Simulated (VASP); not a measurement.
# Mg (P6_3/mmc) in VASP: notebook, part 2 of 2

VASP 6.6.1. The steps go on from the part before.

## Step 3: Relaxation of volume and atoms at fixed shape, LDA

This run uses another cell than the first one, of 23.24 Å³/atom.

Contents of INCAR:

```
  PREC = Accurate
  ENCUT = 600
  EDIFF = 1E-7
  ISMEAR = -1
  SIGMA = 0.05
  LREAL = False
  LASPH = True
  NELM = 60
  ALGO = Normal
  ISIF = 8
  LWAVE = False
  LCHARG = False
  GGA = CA
  IBRION = 2
  NSW = 80
  EDIFFG = -0.03
```

Contents of KPOINTS:

```
Automatic mesh
0
Gamma
  6 6 4
```

Contents of POSCAR:

```
Mg
1.0
    3.2093000000      0.0000000000      0.0000000000
   -1.6046500000      2.7793353300      0.0000000000
    0.0000000000      0.0000000000      5.2103000000
Mg
2
Direct
    0.3333333333      0.6666666667      0.2500000000
    0.6666666667      0.3333333333      0.7500000000
```

Potentials or basis: VASP PAW LDA potentials, release 64 (Mg).

On the command line:

```sh
$ cat potpaw_LDA.64/Mg/POTCAR > POTCAR
$ mpirun -np 1 vasp_std > vasp.out
```

OUTCAR:

```text
PREC = Accurate
   ENCUT = 600
   EDIFF = 1E-7
   ISMEAR = -1
   LREAL = False
   LASPH = True
   NELM = 60
   ISIF = 8
   GGA = CA
   IBRION = 2
   NSW = 80
   EDIFFG = -0.03

 ion  position               nearest neighbor table
   1  0.333  0.667  0.250-   2 3.20   2 3.20   2 3.20   2 3.20   2 3.20   2 3.20
   2  0.667  0.333  0.750-   1 3.20   1 3.20   1 3.20   1 3.20   1 3.20   1 3.20

  LATTYP: Found a hexagonal cell.
 ALAT       =     3.2093000000
 C/A-ratio  =     1.6235004518

  Lattice vectors:

 A1 = (   3.2093000000,   0.0000000000,   0.0000000000)
 A2 = (  -1.6046500000,   2.7793353300,   0.0000000000)
 A3 = (   0.0000000000,   0.0000000000,   5.2103000000)

Analysis of symmetry for initial positions (statically):
=====================================================================
 Subroutine PRICEL returns:
 Original cell was already a primitive cell.

 Routine SETGRP: Setting up the symmetry group for a
 hexagonal supercell.

 Subroutine GETGRP returns: Found 24 space group operations
 (whereof 12 operations were pure point group operations)
 out of a pool of 24 trial point group operations.

The static configuration has the point symmetry D_3d.
 The point group associated with its full space group is D_6h.

Analysis of symmetry for dynamics (positions and initial velocities):
=====================================================================
 Subroutine PRICEL returns:
 Original cell was already a primitive cell.

 Routine SETGRP: Setting up the symmetry group for a
 hexagonal supercell.

 Subroutine GETGRP returns: Found 24 space group operations
 (whereof 12 operations were pure point group operations)
 out of a pool of 24 trial point group operations.

The dynamic configuration has the point symmetry D_3d.
 The point group associated with its full space group is D_6h.

 Subroutine INISYM returns: Found 24 space group operations
 (whereof 12 operations are pure point group operations),
 and found     1 'primitive' translations

----------------------------------------------------------------------------------------

                                     Primitive cell

  volume of cell :      46.4744

  direct lattice vectors                    reciprocal lattice vectors
     3.209300000  0.000000000  0.000000000     0.311594429  0.179899127  0.000000000
    -1.604650000  2.779335330  0.000000000     0.000000000  0.359798254  0.000000000
     0.000000000  0.000000000  5.210300000     0.000000000  0.000000000  0.191927528

  length of vectors
     3.209300000  3.209300001  5.210300000     0.359798255  0.359798254  0.191927528

  position of ions in fractional coordinates (direct lattice)
     0.333333333  0.666666667  0.250000000
     0.666666667  0.333333333  0.750000000

  ion indices of the primitive-cell ions
   primitive index   ion index
                 1           1
                 2           2

----------------------------------------------------------------------------------------

 KPOINTS: Automatic mesh

Automatic generation of k-mesh.
 Grid dimensions read from file:
 generate k-points for:    6    6    4

 Generating k-lattice:

  Cartesian coordinates                     Fractional coordinates (reciprocal lattice)
     0.051932405  0.029983188  0.000000000     0.166666667 -0.000000000  0.000000000
     0.000000000  0.059966376  0.000000000     0.000000000  0.166666667  0.000000000
     0.000000000  0.000000000  0.047981882     0.000000000  0.000000000  0.250000000

  Length of vectors
     0.059966376  0.059966376  0.047981882

  Shift w.r.t. Gamma in fractional coordinates (k-lattice)
     0.000000000  0.000000000  0.000000000

 Subroutine IBZKPT returns following result:
 ===========================================

 Found     21 irreducible k-points:

 Following reciprocal coordinates:
            Coordinates               Weight
  0.000000  0.000000  0.000000      1.000000
  0.166667  0.000000  0.000000      6.000000
  0.333333  0.000000  0.000000      6.000000
  0.500000 -0.000000  0.000000      3.000000
  0.166667  0.166667  0.000000      6.000000
  0.333333  0.166667  0.000000     12.000000
[... 13 lines left out ...]
  0.333333  0.166667  0.500000     12.000000
  0.333333  0.333333  0.500000      2.000000
   k-points           NKPTS =     21   k-points in BZ     NKDIM =     21   number of bands    NBANDS=      6
   number of dos      NEDOS =    301   number of ions     NIONS =      2
   total plane-waves  NPLWV =  32928
   dimension x,y,z NGX =    28 NGY =   28 NGZ =   42
   dimension x,y,z NGXF=    56 NGYF=   56 NGZF=   84
   ions per type =               2
   NGX,Y,Z   is equivalent  to a cutoff of  14.50, 14.50, 13.40 a.u.
   NGXF,Y,Z  is equivalent  to a cutoff of  29.01, 29.01, 26.80 a.u.
 SYSTEM =  unknown system
   PREC   = accura    normal or accurate (medium, high low for compatibility)
   ISTART =      0    job   : 0-new  1-cont  2-samecut
   ICHARG =      2    charge: 1-file 2-atom 10-const
   ISPIN  =      1    spin polarized calculation?
   LNONCOLLINEAR =      F non collinear calculations
   LSORBIT =      F    spin-orbit coupling
   LASPH  =      T    aspherical Exc in radial PAW
   ENCUT  =  600.0 eV  44.10 Ry    6.64 a.u.   6.41  6.41 10.41*2*pi/ulx,y,z
   NELM   =     60;   NELMIN=  2; NELMDL= -5     # of ELM steps
   EDIFF  = 0.1E-06   stopping-criterion for ELM
   LREAL  =      F    real-space projection
   EDIFFG = -.3E-01   stopping-criterion for IOM
   NSW    =     80    number of steps for IOM
   IBRION =      2    ionic relax: 0-MD 1-quasi-New 2-CG
   NFREE  =      1    steps in history (QN), initial steepest desc. (CG)
   ISIF   =      8    stress and relaxation
   ISYM   =      2    0-nonsym 1-usesym 2-fastsym
   POTIM  = 0.5000    time-step for ionic-motion
   TEBEG  =    0.0;   TEEND  =   0.0 temperature during run
   PSTRESS=    0.0 pullay stress
   NELECT =       4.0000    total number of electrons
   NUPDOWN=      -1.0000    fix difference up-down
   EMIN   =  10.00;   EMAX   =-10.00  energy-range for DOS
   EFERMI =   0.00;   METHOD = LEGACY
   ISMEAR =    -1;   SIGMA  =   0.05  broadening in eV -4-tet -1-fermi 0-gaus
   EFERMI_NEDOS =   21; number of points for ismear=-14 and -15
   IALGO  =     38    algorithm
   IMIX   =      4    mixing-type and parameters
     AMIX     =   0.40;   BMIX     =  1.00
     AMIX_MAG =   1.60;   BMIX_MAG =  1.00
  volume/ion in A,a.u.               =      23.24       156.81
  Fermi-wavevector in a.u.,A,eV,Ry     =   0.722809  1.365911  7.108401  0.522453
  Thomas-Fermi vector in A             =   1.812866
   LORBIT       =      0    0 simple, 1 ext, 2 COOP (PROOUT), +10 PAW based schemes
   GGA     = CA    functional components
   LHFCALC =     F    Hartree Fock is set to
   AEXX    =    0.0000 exact exchange contribution
   IVDW    =     0    specifies the selected vdW correction
   LEPSILON=     F    determine dielectric tensor
   LRPA    =     F    only Hartree local field effects (RPA)
 conjugate gradient relaxation of ions
 non-spin polarized calculation
  energy-cutoff  :      600.00
  volume of cell :       46.47
 maximum number of plane-waves:      1578
 NGX is ok and might be reduce to    28
   NGX = 13   NGY = 13   NGZ = 21

--------------------------------------- Ionic step        1  -------------------------------------------

 number of electron       4.0000000 magnetization

 Free energy of the ion-electron system (eV)
  ---------------------------------------------------
  ext. energy  EPLUGINS =         0.00000000
  ---------------------------------------------------
  free energy    TOTEN  =        -3.52593210 eV

  energy without entropy =       -3.51488594  energy(sigma->0) =       -3.52040902

------------------------ aborting loop because EDIFF is reached ----------------------------------------

  FORCE on cell =-STRESS in cart. coord.  units (eV):
  Direction    XX          YY          ZZ          XY          YZ          ZX
  --------------------------------------------------------------------------------------
  -------------------------------------------------------------------------------------
  Total       -0.7931361     -0.7931361     -0.8445324     -0.0000000     -0.0000000      0.0000000
  in kB      -27.3428816    -27.3428817    -29.1147380     -0.0000000     -0.0000000      0.0000000
  external PRESSURE =     -27.9335004 kB  Pullay stress =       0.0000000 kB
[... 57 lines left out ...]
  energy  without entropy=       -3.5461629917  energy(sigma->0) =       -3.55143693

--------------------------------------- Ionic step        3  -------------------------------------------

 number of electron       4.0000000 magnetization

 Free energy of the ion-electron system (eV)
  ---------------------------------------------------
  ext. energy  EPLUGINS =         0.00000000
  ---------------------------------------------------
  free energy    TOTEN  =        -3.55888311 eV

  energy without entropy =       -3.54850194  energy(sigma->0) =       -3.55369252

 E-fermi :   2.6684     XC(G=0):  -8.8955

 val. band max:        2.6131530751   @ k =   0.1667   0.1667   0.0000
 cond. band min:       2.6821493956   @ k =   0.3333   0.1667   0.0000
 fundamental gap:      0.0689963205
 Fermi energy:         2.6684243852

 k-point     1 :       0.0000    0.0000    0.0000
  band No.  band energies     occupation
      1      -4.3870      2.00000
      2       1.0612      2.00000
      3       1.5484      2.00000
      4      14.1014      0.00000
      5      14.1014      0.00000
      6      14.2820      0.00000

 k-point     2 :       0.1667    0.0000    0.0000
  band No.  band energies     occupation
      1      -3.8177      2.00000
      2       1.5778      2.00000
      3       2.0956      1.99998
      4       9.1871      0.00000
      5      11.8481      0.00000
      6      12.4613      0.00000
[... 198 lines left out ...]
  FREE ENERGIE OF THE ION-ELECTRON SYSTEM (eV)
  ---------------------------------------------------
  free  energy   TOTEN  =        -3.5588831075 eV

  energy  without entropy=       -3.5485019406  energy(sigma->0) =       -3.55369252

 reached required accuracy - stopping structural energy minimisation
```

OSZICAR:

```text
N       E                     dE             d eps       ncg     rms          rms(c)
DAV:   1    -0.522889871204E+00   -0.52289E+00   -0.13964E+03   252   0.528E+02
DAV:   2    -0.352583552089E+01   -0.30029E+01   -0.28406E+01   330   0.308E+01
DAV:   3    -0.354694964850E+01   -0.21114E-01   -0.21112E-01   390   0.325E+00
DAV:   4    -0.354698649557E+01   -0.36847E-04   -0.36847E-04   360   0.127E-01
[... 15 lines left out ...]
       N       E                     dE             d eps       ncg     rms          rms(c)
DAV:   1    -0.355893985830E+01   -0.22290E-02   -0.13458E-02   324   0.766E-01    0.366E-02
DAV:   2    -0.355890798132E+01    0.31877E-04   -0.38908E-05   318   0.526E-02    0.234E-02
DAV:   3    -0.355888320473E+01    0.24777E-04   -0.40776E-06   300   0.124E-02    0.113E-03
DAV:   4    -0.355888310750E+01    0.97222E-07   -0.51773E-08   234   0.181E-03
   3 F= -.35588831E+01 E0= -.35536925E+01  d E =-.329510E-01
```

It took 24 s on 1 thread of Intel Xeon Platinum 8375C at 2.90GHz (Ice Lake), shared host; peak memory 0.16 GiB.

What came out:

* Free energy: -3.5589 eV
* Relaxed volume: 21.49 Å³/atom
* Relaxed cell: a = 3.127 Å, b = 3.127 Å, c = 5.076 Å, α = 90.00°, β = 90.00°, γ = 120.00°
* Space group after relaxing (to 0.1 Å): P6_3/mmc (No. 194)
* Energy gained by relaxing: 16.5 meV/atom
* Ionic steps: 3
* Pressure after relaxing: 0.0 GPa
* Band gap on the k mesh: zero (bands 2 and 3 overlap by 1.58 eV)

Stress tensor (GPa, compression positive):
```
-0.11  0.00  0.00
 0.00 -0.11  0.00
 0.00  0.00  0.11
```

Step by step:
| step | energy change (eV) | largest force (eV/Å) | pressure (GPa) | volume (Å³) |
| --- | --- | --- | --- | --- |
| 1 | 0.0000 | 0.0000 | -2.79 | 46.47 |
| 2 | -0.0308 | 0.0000 | -0.79 | 43.80 |
| 3 | -0.0330 | 0.0000 | -0.04 | 42.98 |

Final structure:
```
CELL_PARAMETERS angstrom
3.12665 0.00000 0.00000
-1.56333 2.70776 0.00000
0.00000 0.00000 5.07613
ATOMIC_POSITIONS crystal
Mg 0.33333 0.66667 0.25000
Mg 0.66667 0.33333 0.75000
```

Caveat: the k points lie up to 0.39 Å⁻¹ apart in the final cell, too coarse for converged energies and pressures of a metal.
